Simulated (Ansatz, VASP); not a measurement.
## One calculation of Ir, two programs

```
Ir
1.0
     0.00000    1.92696    1.92696
     1.92696    0.00000    1.92696
     1.92696    1.92696    0.00000
Ir
1
Direct
  0.84200 0.47500 0.18600
```

Alike in both runs: task single point; functional PBE; k mesh 10 × 10 × 10; occupations gaussian, width 0.1 eV; no spin polarisation.

|  | VASP | Ansatz |
| --- | --- | --- |
| version | VASP 6.6.1 | Ansatz 0.2.0 |
| potentials or method | VASP PAW PBE potentials, release 64 (Ir), cutoff 500 eV | scalar-relativistic, plane waves, PAW |
| valence electrons in the cell | 9 | 17 |

|  | VASP | Ansatz | Ansatz less VASP |
| --- | --- | --- | --- |
| gap on the k mesh at the Fermi level (eV) | none | none | - |
| pressure (GPa) | 5.2 | 4.7 | -0.51 |

A gap of «none» marks a metal or a gap that the smearing closes. With one functional, cell and mesh, what is left measures potentials, basis and numerics. VASP's potentials hold 9 valence electrons a cell and Ansatz's 17, so a difference there can come from the potentials and not from the codes.

Spin-orbit coupling is off throughout.
